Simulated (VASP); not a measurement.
Wanted: the native input for a VASP 6.6.1 run.

| Item | Value |
| --- | --- |
| Task | single point |
| Functional | PBEsol |
| Potentials or basis | VASP PAW PBE potentials, release 64 (Cs_sv, Br) |
| Cutoff | 500 eV |
| k mesh | 6 × 6 × 6 |
| Occupations | gaussian, width 0.01 eV |
| Spin | no spin polarisation |
| Dipole correction | no |
| Further INCAR settings | ALGO = Normal; EDIFF = 1e-06; NBANDS = 15 |

The structure of CsBr lies in POSCAR:

```
CsBr
1.0
    3.7557640099      0.0000000000      0.0000000000
    0.0000000000      3.7557640099      0.0000000000
    0.0000000000      0.0000000000      3.7557640099
Cs Br
1 1
Direct
    0.0000000000      0.0000000000      0.0000000000
    0.5000000000      0.5000000000      0.5000000000
```

One way to write it, as run:

INCAR

```
ALGO = Normal
EDIFF = 1E-6
ENCUT = 500
GGA = PS
GGA_COMPAT = F
ISIF = 2
ISMEAR = 0
LASPH = T
LCHARG = T
LELF = T
LREAL = F
LVHAR = T
LWAVE = F
NBANDS = 15
NELM = 120
PREC = Accurate
SIGMA = 0.01
```

KPOINTS

```
k-points
0
Gamma
  6 6 6
```

Potentials or basis: VASP PAW PBE potentials, release 64 (Cs_sv, Br).

Command:

```bash
$ cat potpaw_PBE.64/Cs_sv/POTCAR potpaw_PBE.64/Br/POTCAR > POTCAR
$ mpirun -np 1 vasp_std > vasp.out
```

It gave:

```
Pressure               : 15.4 GPa
Band gap on the k mesh : 3.63 eV, direct
```

Caveat: the PAW data sets were made with another functional, which shifts forces and pressure a little; spin-orbit coupling is left out, which moves the levels of the heavy elements.

Wall time 8.7 s on 1 thread of AMD EPYC 9R45 96-Core Processor (Zen 5), on a shared host, peak memory 0.13 GiB.
